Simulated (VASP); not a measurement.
Wanted: the native input for a VASP 6.6.1 run.

```yaml
Task: single point
Functional: PBE
Potentials_or_basis: VASP PAW PBE potentials, release 64 (V_sv)
Cutoff: 520 eV
k_mesh: 17 × 17 × 15
Occupations: fermi-dirac, width 0.05 eV
Spin: no spin polarisation
Dipole_correction: no
Further_INCAR_settings: ALGO = Normal; EDIFF = 1e-06; NBANDS = 12
```

The structure of V lies in POSCAR:

```
V
1.0
    2.4652151133      0.0000000000      0.0000000000
   -1.2326075566      2.1349389139      0.0000000000
    0.0000000000      0.0000000000      2.2932639287
V
1
Direct
    0.0000000000      0.0000000000      0.0000000000
```

This cell differs from its parent crystal: volume scaled by 0.85.

One way to write it, as run:

INCAR

```
PREC = Accurate ; ENCUT = 520
EDIFF = 1E-6 ; ISMEAR = -1
SIGMA = 0.05 ; LREAL = F
LASPH = T ; NELM = 80
ALGO = Normal ; ISIF = 2
LWAVE = F ; LCHARG = F
GGA = PE ; NBANDS = 12
```

KPOINTS

```
Automatic mesh
0
Gamma
  17 17 15
```

Potentials or basis: VASP PAW PBE potentials, release 64 (V_sv).

Run with:

```bash
$ cat potpaw_PBE.64/V_sv/POTCAR > POTCAR
$ mpirun -np 1 vasp_std > vasp.out
```

It gave:

```json
{
  "Pressure": "35.1 GPa"
}
```

It took 10 s on 1 thread of Intel(R) Xeon(R) 6975P-C (Granite Rapids), with other jobs on the host, peak memory 0.14 GiB.
